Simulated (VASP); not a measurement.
# SiGe (P6_3mc) in VASP: a series of runs

The runs below take SiGe through single point, with LDA.

All numbers are computed with VASP 6.6.1; they aren't measurements. Logs are shortened: lines on timing, memory, paths and dates and some standing lists are left out, and cuts for length are marked.

**1. The cell of the first run**

Symmetry: P6_3mc, No. 186, hexagonal system. Conventional cell: a = 3.869 Å, b = 3.869 Å, c = 6.395 Å, α = 90.00°, β = 90.00°, γ = 120.00°. Si (site symmetry 3m) has 4 Ge at 2.34 to 2.49 Å within 3.1 Å. Ge (site symmetry 3m) has 4 Si at 2.34 to 2.49 Å within 3.1 Å.

**2. Single point, LDA**

Input file INCAR:

```
  PREC = Accurate
  ENCUT = 520
  EDIFF = 1E-6
  ISMEAR = 0
  SIGMA = 0.03
  LREAL = F
  LASPH = T
  NELM = 100
  ALGO = Normal
  ISIF = 2
  LWAVE = F
  LCHARG = T
  LELF = T
  LVHAR = T
  NBANDS = 26
```

Input file KPOINTS:

```
Automatic mesh
0
Gamma
  12 12 6
```

Input file POSCAR:

```
SiGe
1.0
    3.8694935620      0.0000000000      0.0000000000
   -1.9347467810      3.3510797245      0.0000000000
    0.0000000000      0.0000000000      6.3947485195
Si Ge
2 2
Direct
    0.6666666667      0.3333333333      0.8745031008
    0.3333333333      0.6666666667      0.3745031008
    0.6666666667      0.3333333333      0.4848580677
    0.3333333333      0.6666666667     -0.0151419323
```

Potentials or basis: VASP PAW LDA potentials, release 64 (Si, Ge_d).

The run is started by

```bash
$ cat potpaw_LDA.64/Si/POTCAR potpaw_LDA.64/Ge_d/POTCAR > POTCAR
$ mpirun -np 1 vasp_std > vasp.out
```

OUTCAR:

```text
PREC = Accurate
   ENCUT = 520
   EDIFF = 1E-6
   ISMEAR = 0
   LREAL = F
   LASPH = T
   NELM = 100
   ISIF = 2

 ion  position               nearest neighbor table
   1  0.667  0.333  0.875-   4 2.34   4 2.34   4 2.34   3 2.49
   2  0.333  0.667  0.375-   3 2.34   3 2.34   3 2.34   4 2.49
   3  0.667  0.333  0.485-   2 2.34   2 2.34   2 2.34   1 2.49
   4  0.333  0.667  0.985-   1 2.34   1 2.34   1 2.34   2 2.49

  LATTYP: Found a hexagonal cell.
 ALAT       =     3.8694935620
 C/A-ratio  =     1.6526060625

  Lattice vectors:

 A1 = (   3.8694935620,   0.0000000000,   0.0000000000)
 A2 = (  -1.9347467810,   3.3510797245,   0.0000000000)
 A3 = (   0.0000000000,   0.0000000000,   6.3947485195)

Analysis of symmetry for initial positions (statically):
=====================================================================
 Subroutine PRICEL returns:
 Original cell was already a primitive cell.

 Routine SETGRP: Setting up the symmetry group for a
 hexagonal supercell.

 Subroutine GETGRP returns: Found 12 space group operations
 (whereof  6 operations were pure point group operations)
 out of a pool of 24 trial point group operations.

The static configuration has the point symmetry C_3v.
 The point group associated with its full space group is C_6v.

Analysis of symmetry for dynamics (positions and initial velocities):
=====================================================================
 Subroutine PRICEL returns:
 Original cell was already a primitive cell.

 Routine SETGRP: Setting up the symmetry group for a
 hexagonal supercell.

 Subroutine GETGRP returns: Found 12 space group operations
 (whereof  6 operations were pure point group operations)
 out of a pool of 24 trial point group operations.

The dynamic configuration has the point symmetry C_3v.
 The point group associated with its full space group is C_6v.

 Subroutine INISYM returns: Found 12 space group operations
 (whereof  6 operations are pure point group operations),
 and found     1 'primitive' translations

----------------------------------------------------------------------------------------

                                     Primitive cell

  volume of cell :      82.9206

  direct lattice vectors                    reciprocal lattice vectors
     3.869493562  0.000000000  0.000000000     0.258431752  0.149205641  0.000000000
    -1.934746781  3.351079724  0.000000000     0.000000000  0.298411283  0.000000000
     0.000000000  0.000000000  6.394748520     0.000000000  0.000000000  0.156378315

  length of vectors
     3.869493562  3.869493562  6.394748520     0.298411283  0.298411283  0.156378315

  position of ions in fractional coordinates (direct lattice)
     0.666666667  0.333333333  0.874503101
     0.333333333  0.666666667  0.374503101
     0.666666667  0.333333333  0.484858068
     0.333333333  0.666666667  0.984858068

  ion indices of the primitive-cell ions
   primitive index   ion index
                 1           1
                 2           2
                 3           3
                 4           4

----------------------------------------------------------------------------------------

 KPOINTS: Automatic mesh

Automatic generation of k-mesh.
 Grid dimensions read from file:
 generate k-points for:   12   12    6

 Generating k-lattice:

  Cartesian coordinates                     Fractional coordinates (reciprocal lattice)
     0.021535979  0.012433803  0.000000000     0.083333333 -0.000000000  0.000000000
     0.000000000  0.024867607  0.000000000     0.000000000  0.083333333  0.000000000
     0.000000000  0.000000000  0.026063053     0.000000000  0.000000000  0.166666667

  Length of vectors
     0.024867607  0.024867607  0.026063053

  Shift w.r.t. Gamma in fractional coordinates (k-lattice)
     0.000000000  0.000000000  0.000000000

 Subroutine IBZKPT returns following result:
 ===========================================

 Found     76 irreducible k-points:

 Following reciprocal coordinates:
            Coordinates               Weight
[... 43 lines left out ...]

  energy without entropy =      -22.10581393  energy(sigma->0) =      -22.10584138

 E-fermi :   5.8942     XC(G=0): -10.0879

 val. band max:        5.7888272611   @ k =   0.0833  -0.0000   0.0000
 cond. band min:       5.9035676258   @ k =   0.5000  -0.0000   0.0000
 fundamental gap:      0.1147403647
 Fermi energy:         5.8942117109

 k-point     1 :       0.0000    0.0000    0.0000
  band No.  band energies     occupation
      1     -19.0175      2.00000
      2     -19.0175      2.00000
      3     -19.0152      2.00000
      4     -19.0152      2.00000
      5     -19.0130      2.00000
      6     -19.0123      2.00000
[... 18 lines left out ...]
     25       9.8647      0.00000
     26      12.2245      0.00000

 k-point     2 :       0.0833   -0.0000    0.0000
  band No.  band energies     occupation
      1     -19.0177      2.00000
      2     -19.0170      2.00000
      3     -19.0163      2.00000
      4     -19.0146      2.00000
      5     -19.0119      2.00000
      6     -19.0116      2.00000
[... 18 lines left out ...]
     25      10.1841      0.00000
     26      11.7568      0.00000

 k-point     3 :       0.1667    0.0000    0.0000
  band No.  band energies     occupation
      1     -19.0187      2.00000
      2     -19.0175      2.00000
      3     -19.0156      2.00000
      4     -19.0131      2.00000
      5     -19.0107      2.00000
      6     -19.0093      2.00000
[... 18 lines left out ...]
     25      10.9259      0.00000
     26      11.0205      0.00000

 k-point     4 :       0.2500   -0.0000    0.0000
  band No.  band energies     occupation
      1     -19.0203      2.00000
      2     -19.0184      2.00000
      3     -19.0138      2.00000
      4     -19.0111      2.00000
      5     -19.0090      2.00000
      6     -19.0066      2.00000
[... 18 lines left out ...]
     25      12.1455      0.00000
     26      12.2165      0.00000
[... 496 lines left out ...]
      1     -19.0186      2.00000
      2     -19.0176      2.00000
      3     -19.0154      2.00000
      4     -19.0133      2.00000
      5     -19.0106      2.00000
      6     -19.0094      2.00000
[... 18 lines left out ...]
     25      10.8292      0.00000
     26      11.4654      0.00000

 k-point    23 :       0.2500   -0.0000    0.1667
  band No.  band energies     occupation
      1     -19.0202      2.00000
      2     -19.0186      2.00000
      3     -19.0136      2.00000
      4     -19.0112      2.00000
      5     -19.0089      2.00000
      6     -19.0068      2.00000
[... 18 lines left out ...]
     25      11.9497      0.00000
     26      11.9898      0.00000

 k-point    24 :       0.3333    0.0000    0.1667
  band No.  band energies     occupation
      1     -19.0217      2.00000
      2     -19.0194      2.00000
      3     -19.0120      2.00000
      4     -19.0093      2.00000
      5     -19.0073      2.00000
      6     -19.0045      2.00000
[... 18 lines left out ...]
     25      12.7028      0.00000
     26      13.1275      0.00000

 [... further k-points ...]
[... 5 lines left out ...]
  --------------------------------------------------------------------------------------
  -------------------------------------------------------------------------------------
  Total        1.1797932      1.1797932     -1.5553415      0.0000000      0.0000000      0.0000000
  in kB       22.7957617     22.7957617    -30.0520421      0.0000000      0.0000000      0.0000000
  external PRESSURE =       5.1798271 kB  Pullay stress =       0.0000000 kB

 VOLUME and BASIS-vectors are now :
 -----------------------------------------------------------------------------
  energy-cutoff  :      520.00
  volume of cell :       82.92
      direct lattice vectors                 reciprocal lattice vectors
     3.869493562  0.000000000  0.000000000     0.258431752  0.149205641  0.000000000
    -1.934746781  3.351079724  0.000000000     0.000000000  0.298411283  0.000000000
     0.000000000  0.000000000  6.394748520     0.000000000  0.000000000  0.156378315

 POSITION                                       TOTAL-FORCE (eV/Angst)
 -----------------------------------------------------------------------------------
      1.93475      1.11703      5.59223         0.000000     -0.000000     -1.064769
     -0.00000      2.23405      2.39485        -0.000000     -0.000000     -1.064769
      1.93475      1.11703      3.10055         0.000000      0.000000      1.064769
     -0.00000      2.23405      6.29792        -0.000000     -0.000000      1.064769
 -----------------------------------------------------------------------------------
    total drift:                                0.000000      0.000000      0.000717

  FREE ENERGIE OF THE ION-ELECTRON SYSTEM (eV)
  ---------------------------------------------------
  free  energy   TOTEN  =       -22.1058688285 eV

  energy  without entropy=      -22.1058139319  energy(sigma->0) =      -22.10584138
```

Wall time 2.5 min (1 thread of AMD EPYC 7R43 (Zen 3), shared host); peak memory 0.22 GiB.

What came out:

| Property | Result |
| --- | --- |
| Free energy | -22.1059 eV |
| Pressure | 0.5 GPa |
| Largest force | 1.065 eV/Å |
| Band gap on the k mesh | zero (band 18 reaches 5.95 eV, above the bottom of band 19 at 5.90 eV) |

Forces in eV/Å, atoms in the order of the input:
```
Si   0.000  0.000 -1.065
Si   0.000  0.000 -1.065
Ge   0.000  0.000  1.065
Ge   0.000  0.000  1.065
```

Levels at points of the mesh, in eV from the Fermi level:
```
           k point  band 15  band 16  band 17  band 18  band 19  band 20  band 21  band 22
(0.00, 0.00, 0.00)    -1.89    -0.45    -0.45     0.05     0.06     1.36     1.96     1.96
(0.50, 0.00, 0.00)    -4.81    -3.52    -2.99    -2.00     0.01     1.72     3.42     3.56
(0.00, 0.00, 0.50)    -1.31    -1.31    -1.31    -1.31     0.85     0.85     2.87     2.87
(0.50, 0.00, 0.50)    -2.90    -2.90    -2.60    -2.60     0.49     0.49     1.39     1.39
```

Caveat: forces of over 1 eV/Å act on the atoms, so gaps and moduli don't describe the material at rest.

**3. Single point, LDA**

Input file INCAR:

```
  PREC = Accurate
  ENCUT = 520
  EDIFF = 1E-6
  ISMEAR = 0
  SIGMA = 0.03
  LREAL = False
  LASPH = True
  NELM = 80
  ALGO = Normal
  ISIF = 2
  LWAVE = False
  LCHARG = False
  NBANDS = 26
```

Input file KPOINTS:

```
regular mesh
0
Gamma
  12 12 6
```

POSCAR: that of step 2 with these lines changed.

```diff
@@ -10,3 +10,3 @@
     0.3333333333      0.6666666667      0.3745031008
-    0.6666666667      0.3333333333      0.4848580677
-    0.3333333333      0.6666666667     -0.0151419323
+    0.6666666667      0.3333333333      0.5161337307
+    0.3333333333      0.6666666667      0.0161337307
```

Potentials or basis: VASP PAW LDA potentials, release 64 (Si, Ge_d).

The run is started by

```bash
$ cat potpaw_LDA.64/Si/POTCAR potpaw_LDA.64/Ge_d/POTCAR > POTCAR
$ mpirun -np 1 vasp_std > vasp.out
```

It took 2.4 min on 1 thread of AMD EPYC 7R43 (Zen 3), shared host; peak memory 0.22 GiB.

It converged, with:

```
Free energy            : -22.0823 eV
Pressure               : 0.3 GPa
Largest force          : 1.423 eV/Å
Band gap on the k mesh : zero (band 18 reaches 6.01 eV, above the bottom of band 19 at 6.00 eV)
```

Forces in eV/Å, atoms in the order of the input:
```
Si   0.000  0.000  1.423
Si   0.000  0.000  1.423
Ge   0.000  0.000 -1.423
Ge   0.000  0.000 -1.423
```

Stress tensor (GPa, compression positive):
```
-1.97  0.00  0.00
 0.00 -1.97  0.00
 0.00  0.00  4.83
```

Levels at points of the mesh, in eV from the Fermi level:
```
           k point  band 16  band 17  band 18  band 19  band 20  band 21
(0.00, 0.00, 0.00)    -1.12     0.03     0.03     0.40     1.34     1.62
(0.50, 0.00, 0.00)    -3.66    -3.41    -1.53     0.19     1.83     2.50
(0.00, 0.00, 0.50)    -1.12    -1.12    -1.12     1.23     1.23     2.88
(0.50, 0.00, 0.50)    -3.12    -2.69    -2.69     0.25     0.25     1.70
```

Caveat: forces of over 1 eV/Å act on the atoms, so gaps and moduli don't describe the material at rest.

**4. Single point, LDA**

This run uses another cell than the first one, of 21.28 Å³/atom, 1.027 times its volume.

Input file INCAR:

```
ALGO     = Normal         # electronic algorithm
EDIFF    = 1E-6           # SCF threshold, eV
ENCUT    = 520            # plane-wave cutoff, eV
ISIF     = 2              # what is computed and relaxed
ISMEAR   = 0              # smearing method
LASPH    = T              # aspherical terms in the spheres
LCHARG   = F              # write CHGCAR
LREAL    = F              # projectors in reciprocal space
LWAVE    = F              # write WAVECAR
NBANDS   = 26             # bands
NELM     = 100            # most SCF steps
PREC     = Accurate       # precision mode
SIGMA    = 0.03           # smearing width, eV
```

Input file KPOINTS:

```
k-points
0
Gamma
  12 12 6
```

Input file POSCAR:

```
SiGe
1.0
    3.9035908171      0.0000000000      0.0000000000
   -1.9517954085      3.3806088136      0.0000000000
    0.0000000000      0.0000000000      6.4510978499
Si Ge
2 2
Direct
    0.6666666667      0.3333333333      0.8745031008
    0.3333333333      0.6666666667      0.3745031008
    0.6666666667      0.3333333333      0.4770391519
    0.3333333333      0.6666666667     -0.0229608481
```

The run is started by

```bash
$ cat potpaw_LDA.64/Si/POTCAR potpaw_LDA.64/Ge_d/POTCAR > POTCAR
$ mpirun -np 1 vasp_std > vasp.out
```

It took 2.6 min on 1 thread of AMD EPYC 7R43 (Zen 3), shared host; peak memory 0.23 GiB.

The run converged. Its results:

- Free energy: -21.9788 eV
- Pressure: -1.2 GPa
- Largest force: 1.357 eV/Å
- Band gap on the k mesh: zero (band 18 reaches 5.78 eV, above the bottom of band 19 at 5.57 eV)

Forces on the atoms (eV/Å):
```
Si   0.000  0.000 -1.357
Si   0.000  0.000 -1.357
Ge   0.000  0.000  1.357
Ge   0.000  0.000  1.357
```

Stress tensor (GPa, compression positive):
```
 0.98  0.00  0.00
 0.00  0.98  0.00
 0.00  0.00 -5.70
```

Levels at points of the mesh, in eV from the Fermi level:
```csv
k point,band 14,band 15,band 16,band 17,band 18,band 19,band 20,band 21,band 22,band 23
"(0.00, 0.00, 0.00)",-1.94,-1.94,-0.62,-0.62,-0.18,0.30,1.10,1.96,1.97,1.97
"(0.50, 0.00, 0.00)",-6.92,-4.60,-3.53,-2.80,-2.12,-0.06,1.57,3.47,3.63,3.72
"(0.00, 0.00, 0.50)",-4.34,-1.39,-1.39,-1.39,-1.39,0.60,0.60,2.80,2.80,2.80
"(0.50, 0.00, 0.50)",-7.97,-2.94,-2.94,-2.46,-2.46,0.46,0.46,1.28,1.28,5.99
```

Caveat: forces of over 1 eV/Å act on the atoms, so gaps and moduli don't describe the material at rest.

**5. Single point, LDA**

This run uses another cell than the first one, of 21.28 Å³/atom, 1.027 times its volume.

Input file INCAR:

```
SYSTEM = SiGe
PREC = Accurate
ENCUT = 520
EDIFF = 1E-6
ISMEAR = 0
SIGMA = 0.03
LREAL = .False.
LASPH = .True.
NELM = 100
ALGO = Normal
ISIF = 2
LWAVE = .False.
LCHARG = .True.
GGA = CA
LELF = .True.
LVHAR = .True.
NBANDS = 26
```

Input file KPOINTS:

```
regular mesh
0
Gamma
  12 12 6
  0 0 0
```

POSCAR: that of step 4 with these lines changed.

```diff
@@ -10,3 +10,3 @@
     0.3333333333      0.6666666667      0.3745031008
-    0.6666666667      0.3333333333      0.4770391519
-    0.3333333333      0.6666666667     -0.0229608481
+    0.6666666667      0.3333333333      0.5239526465
+    0.3333333333      0.6666666667      0.0239526465
```

The run is started by

```bash
$ cat potpaw_LDA.64/Si/POTCAR potpaw_LDA.64/Ge_d/POTCAR > POTCAR
$ mpirun -np 1 vasp_std > vasp.out
```

Wall time 2.6 min (1 thread of AMD EPYC 7R43 (Zen 3), shared host); peak memory 0.23 GiB.

Results (log left out):

| Item | Value |
| --- | --- |
| Free energy | -21.8944 eV |
| Pressure | -1.4 GPa |
| Largest force | 2.158 eV/Å |
| Band gap on the k mesh | zero (band 18 reaches 5.88 eV, above the bottom of band 19 at 5.65 eV) |

Forces in eV/Å, atoms in the order of the input:
```
Si   0.000  0.000  2.158
Si   0.000  0.000  2.158
Ge   0.000  0.000 -2.158
Ge   0.000  0.000 -2.158
```

Stress tensor (GPa, compression positive):
```
-4.65  0.00  0.00
 0.00 -4.65  0.00
 0.00  0.00  5.03
```

Levels at points of the mesh, in eV from the Fermi level:
| k point | band 16 | band 17 | band 18 | band 19 | band 20 | band 21 |
| --- | --- | --- | --- | --- | --- | --- |
| (0.00, 0.00, 0.00) | -1.32 | 0.22 | 0.22 | 0.50 | 1.12 | 1.58 |
| (0.50, 0.00, 0.00) | -3.66 | -3.24 | -1.31 | 0.34 | 1.85 | 2.34 |
| (0.00, 0.00, 0.50) | -1.00 | -1.00 | -1.00 | 1.31 | 1.31 | 2.94 |
| (0.50, 0.00, 0.50) | -3.10 | -2.52 | -2.52 | 0.22 | 0.22 | 1.87 |

Caveat: forces of over 1 eV/Å act on the atoms, so gaps and moduli don't describe the material at rest.

**6. Single point, LDA**

This run uses another cell than the first one, of 21.28 Å³/atom, 1.027 times its volume.

Input file INCAR:

```
SYSTEM = SiGe
PREC = Accurate
ENCUT = 520
EDIFF = 1E-7
ISMEAR = 0
SIGMA = 0.03
LREAL = .False.
LASPH = .True.
NELM = 60
ALGO = Normal
ISIF = 2
LWAVE = .False.
LCHARG = .False.
NBANDS = 26
```

Input file KPOINTS:

```
Automatic mesh
0
Gamma
  12 12 6
  0 0 0
```

POSCAR: that of step 5 with these lines changed.

```diff
@@ -10,3 +10,3 @@
     0.3333333333      0.6666666667      0.3745031008
-    0.6666666667      0.3333333333      0.5239526465
-    0.3333333333      0.6666666667      0.0239526465
+    0.6666666667      0.3333333333      0.5161337307
+    0.3333333333      0.6666666667      0.0161337307
```

Potentials or basis: VASP PAW LDA potentials, release 64 (Si, Ge_d).

The run is started by

```bash
$ cat potpaw_LDA.64/Si/POTCAR potpaw_LDA.64/Ge_d/POTCAR > POTCAR
$ mpirun -np 1 vasp_std > vasp.out
```

Run time: 2.9 min. Hardware: 1 thread of AMD EPYC 7R43 (Zen 3), shared host; peak memory 0.23 GiB.

Results (log left out):

| Quantity | Value |
| --- | --- |
| Free energy | -22.0721 eV |
| Pressure | -1.8 GPa |
| Largest force | 1.370 eV/Å |
| Band gap on the k mesh | zero (band 18 reaches 5.73 eV, above the bottom of band 19 at 5.72 eV) |

Forces in eV/Å, atoms in the order of the input:
```
Si   0.000  0.000  1.370
Si   0.000  0.000  1.370
Ge   0.000  0.000 -1.370
Ge   0.000  0.000 -1.370
```

Stress tensor (GPa, compression positive):
```
-3.79  0.00  0.00
 0.00 -3.79  0.00
 0.00  0.00  2.15
```

Levels at points of the mesh, in eV from the Fermi level:
| k point | band 14 | band 15 | band 16 | band 17 | band 18 | band 19 | band 20 | band 21 | band 22 | band 23 |
| --- | --- | --- | --- | --- | --- | --- | --- | --- | --- | --- |
| (0.00, 0.00, 0.00) | -1.74 | -1.74 | -1.10 | 0.04 | 0.04 | 0.35 | 1.09 | 1.64 | 1.64 | 2.74 |
| (0.50, 0.00, 0.00) | -6.44 | -5.21 | -3.55 | -3.31 | -1.49 | 0.24 | 1.77 | 2.51 | 2.63 | 4.26 |
| (0.00, 0.00, 0.50) | -5.15 | -1.09 | -1.09 | -1.09 | -1.09 | 1.15 | 1.15 | 2.88 | 2.88 | 2.88 |
| (0.50, 0.00, 0.50) | -7.73 | -3.05 | -3.05 | -2.61 | -2.61 | 0.24 | 0.24 | 1.74 | 1.74 | 5.23 |

Caveat: forces of over 1 eV/Å act on the atoms, so gaps and moduli don't describe the material at rest.
